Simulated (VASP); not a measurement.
# SnSe in VASP: a series of runs

SnSe is run at these levels: LDA; tasks: single point.

Program: VASP 6.6.1. These are calculated values, not measurements. Logs are shortened: lines on timing, memory, paths and dates and some standing lists are left out, and cuts for length are marked.

## Step 1: The cell of the first run

The cell holds a slab with vacuum, 4 atoms: a = 4.190 Å, b = 4.190 Å, c = 10.980 Å, α = 90.00°, β = 90.00°, γ = 90.00°.

## Step 2: Single point, LDA (atom 3 (Se) moved -0.150 Å towards its neighbour atom 1 (Sn) at 2.675 Å)

File INCAR:

```
SYSTEM = SnSe
  PREC = Accurate
  ENCUT = 500
  EDIFF = 1E-6
  ISMEAR = 0
  SIGMA = 0.05
  LREAL = .FALSE.
  LASPH = .TRUE.
  NELM = 120
  ALGO = Normal
  ISIF = 2
  LWAVE = .FALSE.
  LCHARG = .FALSE.
  NBANDS = 28
  GGA_COMPAT = .FALSE.
```

File KPOINTS:

```
regular mesh
0
G
  6 6 4
  0 0 0
```

File POSCAR:

```
SnSe
1.0
    4.1898989379      0.0000000000      0.0000000000
    0.0000000000      4.1898989379      0.0000000000
    0.0000000000      0.0000000000     10.9796229414
Sn Se
2 2
Direct
    0.5000000000      0.0000000000      0.3781633338
    0.0000000000      0.5000000000      0.6218366662
    0.5000000000      0.0000000000      0.6354398842
    0.0000000000      0.5000000000      0.3782217871
```

Potentials or basis: VASP PAW LDA potentials, release 64 (Sn_d, Se).

Run with:

```
$ cat potpaw_LDA.64/Sn_d/POTCAR potpaw_LDA.64/Se/POTCAR > POTCAR
$ mpirun -np 1 vasp_std > vasp.out
```

OUTCAR:

```text
SYSTEM = SnSe
   PREC = Accurate
   ENCUT = 500
   EDIFF = 1E-6
   ISMEAR = 0
   LREAL = .FALSE.
   LASPH = .TRUE.
   NELM = 120
   ISIF = 2

 ion  position               nearest neighbor table
   1  0.500  0.000  0.378-   3 2.82   4 2.96   4 2.96   4 2.96   4 2.96
   2  0.000  0.500  0.622-   4 2.67   3 2.97   3 2.97   3 2.97   3 2.97
   3  0.500  0.000  0.635-   1 2.82   2 2.97   2 2.97   2 2.97   2 2.97
   4  0.000  0.500  0.378-   2 2.67   1 2.96   1 2.96   1 2.96   1 2.96

  LATTYP: Found a simple tetragonal cell.
 ALAT       =     4.1898989379
 C/A-ratio  =     2.6204982755

  Lattice vectors:

 A1 = (   4.1898989379,   0.0000000000,   0.0000000000)
 A2 = (   0.0000000000,   4.1898989379,   0.0000000000)
 A3 = (   0.0000000000,   0.0000000000,  10.9796229414)

Analysis of symmetry for initial positions (statically):
=====================================================================
 Subroutine PRICEL returns:
 Original cell was already a primitive cell.

 Routine SETGRP: Setting up the symmetry group for a
 simple tetragonal supercell.

 Subroutine GETGRP returns: Found  8 space group operations
 (whereof  4 operations were pure point group operations)
 out of a pool of 16 trial point group operations.

The static configuration has the point symmetry C_2v.
 The point group associated with its full space group is C_4v.

Analysis of symmetry for dynamics (positions and initial velocities):
=====================================================================
 Subroutine PRICEL returns:
 Original cell was already a primitive cell.

 Routine SETGRP: Setting up the symmetry group for a
 simple tetragonal supercell.

 Subroutine GETGRP returns: Found  8 space group operations
 (whereof  4 operations were pure point group operations)
 out of a pool of 16 trial point group operations.

The dynamic configuration has the point symmetry C_2v.
 The point group associated with its full space group is C_4v.

 Subroutine INISYM returns: Found  8 space group operations
 (whereof  4 operations are pure point group operations),
 and found     1 'primitive' translations

----------------------------------------------------------------------------------------

                                     Primitive cell

  volume of cell :     192.7501

  direct lattice vectors                    reciprocal lattice vectors
     4.189898938  0.000000000  0.000000000     0.238669241  0.000000000  0.000000000
     0.000000000  4.189898938  0.000000000     0.000000000  0.238669241  0.000000000
     0.000000000  0.000000000 10.979622941     0.000000000  0.000000000  0.091077809

  length of vectors
     4.189898938  4.189898938 10.979622941     0.238669241  0.238669241  0.091077809

  position of ions in fractional coordinates (direct lattice)
     0.500000000  0.000000000  0.378163334
     0.000000000  0.500000000  0.621836666
     0.500000000  0.000000000  0.635439884
     0.000000000  0.500000000  0.378221787

  ion indices of the primitive-cell ions
   primitive index   ion index
                 1           1
                 2           2
                 3           3
                 4           4

----------------------------------------------------------------------------------------

 KPOINTS: regular mesh

Automatic generation of k-mesh.
 Grid dimensions read from file:
 generate k-points for:    6    6    4

 Generating k-lattice:

  Cartesian coordinates                     Fractional coordinates (reciprocal lattice)
     0.039778207  0.000000000  0.000000000     0.166666667  0.000000000  0.000000000
     0.000000000  0.039778207  0.000000000     0.000000000  0.166666667  0.000000000
     0.000000000  0.000000000  0.022769452     0.000000000  0.000000000  0.250000000

  Length of vectors
     0.039778207  0.039778207  0.022769452

  Shift w.r.t. Gamma in fractional coordinates (k-lattice)
     0.000000000  0.000000000  0.000000000

 Subroutine IBZKPT returns following result:
 ===========================================

 Found     30 irreducible k-points:

 Following reciprocal coordinates:
            Coordinates               Weight
  0.000000  0.000000  0.000000      1.000000
  0.166667  0.000000  0.000000      4.000000
  0.333333  0.000000  0.000000      4.000000
  0.500000  0.000000  0.000000      2.000000
  0.166667  0.166667  0.000000      4.000000
  0.333333  0.166667  0.000000      8.000000
[... 16 lines left out ...]
  0.333333  0.000000  0.500000      4.000000
  0.500000  0.000000  0.500000      2.000000
 [... further k-points ...]
   k-points           NKPTS =     30   k-points in BZ     NKDIM =     30   number of bands    NBANDS=     28
   number of dos      NEDOS =    301   number of ions     NIONS =      4
   total plane-waves  NPLWV =  81920
   dimension x,y,z NGX =    32 NGY =   32 NGZ =   80
   dimension x,y,z NGXF=    64 NGYF=   64 NGZF=  160
   ions per type =               2   2
   NGX,Y,Z   is equivalent  to a cutoff of  12.70, 12.70, 12.11 a.u.
   NGXF,Y,Z  is equivalent  to a cutoff of  25.39, 25.39, 24.23 a.u.
 SYSTEM =  SnSe
   PREC   = accura    normal or accurate (medium, high low for compatibility)
   ISTART =      0    job   : 0-new  1-cont  2-samecut
   ICHARG =      2    charge: 1-file 2-atom 10-const
   ISPIN  =      1    spin polarized calculation?
   LNONCOLLINEAR =      F non collinear calculations
   LSORBIT =      F    spin-orbit coupling
   LASPH  =      T    aspherical Exc in radial PAW
   ENCUT  =  500.0 eV  36.75 Ry    6.06 a.u.   7.64  7.64 20.02*2*pi/ulx,y,z
   NELM   =    120;   NELMIN=  2; NELMDL= -5     # of ELM steps
   EDIFF  = 0.1E-05   stopping-criterion for ELM
   LREAL  =      F    real-space projection
   EDIFFG = 0.1E-04   stopping-criterion for IOM
   NSW    =      0    number of steps for IOM
   IBRION =     -1    ionic relax: 0-MD 1-quasi-New 2-CG
   NFREE  =      0    steps in history (QN), initial steepest desc. (CG)
   ISIF   =      2    stress and relaxation
   ISYM   =      2    0-nonsym 1-usesym 2-fastsym
   POTIM  = 0.5000    time-step for ionic-motion
   TEBEG  =    0.0;   TEEND  =   0.0 temperature during run
   PSTRESS=    0.0 pullay stress
   NELECT =      40.0000    total number of electrons
   NUPDOWN=      -1.0000    fix difference up-down
   EMIN   =  10.00;   EMAX   =-10.00  energy-range for DOS
   EFERMI =   0.00;   METHOD = LEGACY
   ISMEAR =     0;   SIGMA  =   0.05  broadening in eV -4-tet -1-fermi 0-gaus
   EFERMI_NEDOS =   21; number of points for ismear=-14 and -15
   IALGO  =     38    algorithm
   IMIX   =      4    mixing-type and parameters
     AMIX     =   0.40;   BMIX     =  1.00
     AMIX_MAG =   1.60;   BMIX_MAG =  1.00
  volume/ion in A,a.u.               =      48.19       325.19
  Fermi-wavevector in a.u.,A,eV,Ry     =   0.969237  1.831592 12.781590  0.939420
  Thomas-Fermi vector in A             =   2.099273
   LORBIT       =      0    0 simple, 1 ext, 2 COOP (PROOUT), +10 PAW based schemes
   GGA     = CA    functional components
   LHFCALC =     F    Hartree Fock is set to
   AEXX    =    0.0000 exact exchange contribution
   IVDW    =     0    specifies the selected vdW correction
   LEPSILON=     F    determine dielectric tensor
   LRPA    =     F    only Hartree local field effects (RPA)
 non-spin polarized calculation
 Gauss-broadening in eV      SIGMA  =   0.05
  energy-cutoff  :      500.00
  volume of cell :      192.75
 maximum number of plane-waves:      4921
 NGX is ok and might be reduce to    32
   NGX = 15   NGY = 15   NGZ = 41

 number of electron      39.9999991 magnetization

 Free energy of the ion-electron system (eV)
  ---------------------------------------------------
  ext. energy  EPLUGINS =         0.00000000
  ---------------------------------------------------
  free energy    TOTEN  =       -18.43905022 eV

  energy without entropy =      -18.43905022  energy(sigma->0) =      -18.43905022

 E-fermi :   1.2507     XC(G=0):  -6.3876

 val. band max:        1.0317885586   @ k =   0.5000   0.0000   0.0000
 cond. band min:       2.1967819405   @ k =   0.5000   0.0000   0.0000
 fundamental gap:      1.1649933820
 Fermi energy:         1.2506604120

 k-point     1 :       0.0000    0.0000    0.0000
  band No.  band energies     occupation
      1     -20.3650      2.00000
      2     -20.3509      2.00000
      3     -20.3464      2.00000
      4     -20.3334      2.00000
      5     -20.3334      2.00000
      6     -20.1691      2.00000
[... 20 lines left out ...]
     27       6.3021      0.00000
     28       6.4112      0.00000

 k-point     2 :       0.1667    0.0000    0.0000
  band No.  band energies     occupation
      1     -20.3624      2.00000
      2     -20.3490      2.00000
      3     -20.3475      2.00000
      4     -20.3346      2.00000
      5     -20.3333      2.00000
      6     -20.1672      2.00000
[... 20 lines left out ...]
     27       5.5510      0.00000
     28       6.1544      0.00000

 k-point     3 :       0.3333    0.0000    0.0000
  band No.  band energies     occupation
      1     -20.3586      2.00000
      2     -20.3542      2.00000
      3     -20.3392      2.00000
      4     -20.3369      2.00000
      5     -20.3330      2.00000
      6     -20.1641      2.00000
[... 20 lines left out ...]
     27       5.5785      0.00000
     28       7.2713      0.00000

 k-point     4 :       0.5000    0.0000    0.0000
  band No.  band energies     occupation
      1     -20.3572      2.00000
      2     -20.3568      2.00000
      3     -20.3382      2.00000
      4     -20.3346      2.00000
      5     -20.3330      2.00000
      6     -20.1629      2.00000
[... 578 lines left out ...]
     27       5.8282      0.00000
     28       6.1560      0.00000

 k-point    23 :       0.3333    0.0000    0.5000
  band No.  band energies     occupation
      1     -20.3586      2.00000
      2     -20.3542      2.00000
      3     -20.3392      2.00000
      4     -20.3369      2.00000
      5     -20.3331      2.00000
      6     -20.1641      2.00000
[... 20 lines left out ...]
     27       6.2635      0.00000
     28       6.9455      0.00000

 k-point    24 :       0.5000    0.0000    0.5000
  band No.  band energies     occupation
      1     -20.3572      2.00000
      2     -20.3568      2.00000
      3     -20.3382      2.00000
      4     -20.3346      2.00000
      5     -20.3330      2.00000
      6     -20.1629      2.00000
[... 20 lines left out ...]
     27       7.0064      0.00000
     28       7.1447      0.00000

 [... further k-points ...]

------------------------ aborting loop because EDIFF is reached ----------------------------------------

  FORCE on cell =-STRESS in cart. coord.  units (eV):
  Direction    XX          YY          ZZ          XY          YZ          ZX
  --------------------------------------------------------------------------------------
  -------------------------------------------------------------------------------------
  Total       -0.2540576     -0.2540576     -1.4194045      0.0000000      0.0000000      0.0000000
  in kB       -2.1117778     -2.1117778    -11.7983765      0.0000000      0.0000000      0.0000000
  external PRESSURE =      -5.3406440 kB  Pullay stress =       0.0000000 kB

 VOLUME and BASIS-vectors are now :
 -----------------------------------------------------------------------------
  energy-cutoff  :      500.00
  volume of cell :      192.75
      direct lattice vectors                 reciprocal lattice vectors
     4.189898938  0.000000000  0.000000000     0.238669241  0.000000000  0.000000000
     0.000000000  4.189898938  0.000000000     0.000000000  0.238669241  0.000000000
     0.000000000  0.000000000 10.979622941     0.000000000  0.000000000  0.091077809

 POSITION                                       TOTAL-FORCE (eV/Angst)
 -----------------------------------------------------------------------------------
      2.09495      0.00000      4.15209         0.000000      0.000000      0.581535
      0.00000      2.09495      6.82753         0.000000      0.000000      0.196970
      2.09495      0.00000      6.97689         0.000000      0.000000     -0.679890
      0.00000      2.09495      4.15273         0.000000      0.000000     -0.098615
 -----------------------------------------------------------------------------------
    total drift:                                0.000000      0.000000     -0.000153

  FREE ENERGIE OF THE ION-ELECTRON SYSTEM (eV)
  ---------------------------------------------------
  free  energy   TOTEN  =       -18.4390502234 eV

  energy  without entropy=      -18.4390502233  energy(sigma->0) =      -18.43905022
```

Run time: 84 s. Hardware: 1 thread of Intel Xeon 6975P-C (Granite Rapids), shared host; peak memory 0.3 GiB.

Results:

- Free energy: -18.4391 eV
- Largest force: 0.680 eV/Å
- Band gap on the k mesh: 1.17 eV, direct

Forces on the atoms (eV/Å):
```
Sn   0.000  0.000  0.582
Sn   0.000  0.000  0.197
Se   0.000  0.000 -0.680
Se   0.000  0.000 -0.099
```

Caveat: the cell differs from its parent crystal (atom 3 (Se) moved -0.150 Å towards its neighbour atom 1 (Sn) at 2.675 Å); spin-orbit coupling is left out, which moves the levels of the heavy elements.

## Step 3: Single point, LDA (atom 3 (Se) moved +0.100 Å towards its neighbour atom 1 (Sn) at 2.675 Å)

File INCAR:

```
ALGO     = Normal         # electronic algorithm
EDIFF    = 1E-6           # SCF threshold, eV
ENCUT    = 500            # plane-wave cutoff, eV
GGA_COMPAT= False        
ISIF     = 2              # what is computed and relaxed
ISMEAR   = 0              # smearing method
LASPH    = True           # aspherical terms in the spheres
LCHARG   = True           # write CHGCAR
LELF     = True           # ELF
LREAL    = False          # projectors in reciprocal space
LVHAR    = True         
LWAVE    = False          # write WAVECAR
NBANDS   = 28             # bands
NELM     = 120            # most SCF steps
PREC     = Accurate       # precision mode
SIGMA    = 0.05           # smearing width, eV
```

File KPOINTS:

```
k-points
0
Gamma
  6 6 4
```

Changes to POSCAR since step 2:

```diff
@@ -10,3 +10,3 @@
     0.0000000000      0.5000000000      0.6218366662
-    0.5000000000      0.0000000000      0.6354398842
+    0.5000000000      0.0000000000      0.6126704320
     0.0000000000      0.5000000000      0.3782217871
```

Potentials or basis: VASP PAW LDA potentials, release 64 (Sn_d, Se).

Run with:

```
$ cat potpaw_LDA.64/Sn_d/POTCAR potpaw_LDA.64/Se/POTCAR > POTCAR
$ mpirun -np 1 vasp_std > vasp.out
```

Run time: 93 s. Hardware: 1 thread of Intel Xeon 6975P-C (Granite Rapids), shared host; peak memory 0.29 GiB.

It converged, with:

| Property | Result |
| --- | --- |
| Free energy | -18.4565 eV |
| Largest force | 0.748 eV/Å |
| Band gap on the k mesh | 1.38 eV, direct |

Forces in eV/Å, atoms in the order of the input:
```
Sn   0.000  0.000 -0.708
Sn   0.000  0.000 -0.070
Se   0.000  0.000  0.748
Se   0.000  0.000  0.030
```

Levels at points of the mesh, in eV from the valence-band top:
```csv
k point,band 17,band 18,band 19,band 20,band 21,band 22,band 23,band 24
"(0.00, 0.00, 0.00)",-3.37,-1.96,-1.96,-0.44,1.55,3.48,3.73,4.57
"(0.50, 0.00, 0.00)",-1.82,-1.64,-0.36,-0.10,1.47,1.56,1.89,2.04
"(0.50, 0.50, 0.00)",-3.61,-3.61,-1.85,-1.83,3.52,3.91,4.45,4.45
"(0.00, 0.00, 0.50)",-3.37,-1.96,-1.96,-0.44,1.41,3.48,4.56,4.56
"(0.50, 0.00, 0.50)",-1.82,-1.64,-0.36,-0.10,1.48,1.56,1.89,2.04
"(0.50, 0.50, 0.50)",-3.61,-3.61,-1.85,-1.83,3.49,3.88,4.49,4.49
```

Caveat: the cell differs from its parent crystal (atom 3 (Se) moved +0.100 Å towards its neighbour atom 1 (Sn) at 2.675 Å); spin-orbit coupling is left out, which moves the levels of the heavy elements.
